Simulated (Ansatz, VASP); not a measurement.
# Two plane-wave programs on Sc3W

```
Sc W
1.0
     4.47807    0.00000    0.00000
     0.00000    4.47807    0.00000
     0.00000    0.00000    4.47807
Sc W
3 1
Direct
  0.50000 0.00000 0.50000
  0.00000 0.50000 0.50000
  0.50000 0.50000 0.00000
  0.00000 0.00000 0.00000
```

Change from the starting cell: species swapped into the Dy3Ho type (Pm-3m, No. 221).

Alike in both runs: task single point; functional PBE; k mesh 4 × 4 × 4; occupations gaussian, width 0.1 eV; no spin polarisation.

|  | VASP | Ansatz |
| --- | --- | --- |
| version | VASP 6.6.1 | Ansatz 0.2.0 |
| potentials or method | VASP PAW PBE potentials, release 64 (Sc_sv, W_sv), cutoff 520 eV | scalar-relativistic, plane waves, PAW |
| valence electrons in the cell | 47 | 47 |

|  | VASP | Ansatz | Ansatz less VASP |
| --- | --- | --- | --- |
| gap on the k mesh at the Fermi level (eV) | none | none | - |
| pressure (GPa) | -5.8 | -5.9 | -0.08 |

A gap of «none» marks a metal or a gap that the smearing closes.

Spin-orbit coupling is off throughout.
